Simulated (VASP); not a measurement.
# BN: single point with PBE

Crystal: BN.

```xyz
2
Lattice="0.0000 3.4953 2.1661 1.2516 0.0000 2.1661 1.2516 3.4953 0.0000" Properties=species:S:1:pos:R:3 pbc="T T T"
B     1.2516    3.4953    0.0002
N     1.2516    3.4953    2.8881
```

```
Program             : VASP 6.6.1
Task                : single point
Functional          : PBE
Potentials or basis : VASP PAW PBE potentials, release 64 (B, N)
Cutoff              : 520 eV
k mesh              : 12 × 12 × 12
Occupations         : fermi-dirac, width 1.55 eV
Spin                : no spin polarisation
```

```
Pressure               : 10.2 GPa
Largest force          : 0.003 eV/Å
Band gap on the k mesh : 4.01 eV, indirect (least direct gap 4.73 eV)
```

Forces on the atoms (eV/Å):
```
B    0.000  0.000 -0.003
N    0.000  0.000  0.003
```

Stress tensor (GPa, compression positive):
```
13.77  0.00  0.00
 0.00  2.63  0.00
 0.00  0.00 14.20
```

Levels at points of the mesh, in eV from the valence-band top:
```csv
k point,band 2,band 3,band 4,band 5,band 6,band 7
"(0.00, 0.00, 0.00)",-4.40,-1.44,-1.43,5.01,11.62,11.68
"(0.50, 0.00, 0.00)",-8.93,-4.21,-0.98,4.80,9.92,13.44
"(0.50, 0.50, 0.00)",-9.02,-4.20,-0.51,5.94,9.52,12.34
"(0.50, 0.00, 0.50)",-6.00,-1.45,-1.43,9.60,11.58,11.64
"(0.00, 0.50, 0.50)",-8.84,-4.24,-1.41,4.01,10.00,14.62
```

Wall time 52 s on 1 thread of Intel(R) Xeon(R) Platinum 8488C (Sapphire Rapids) (shared host), peak memory 0.18 GiB.

A k mesh can miss the band edges. A hybrid or GW would open this gap; PBE tends to underestimate it.
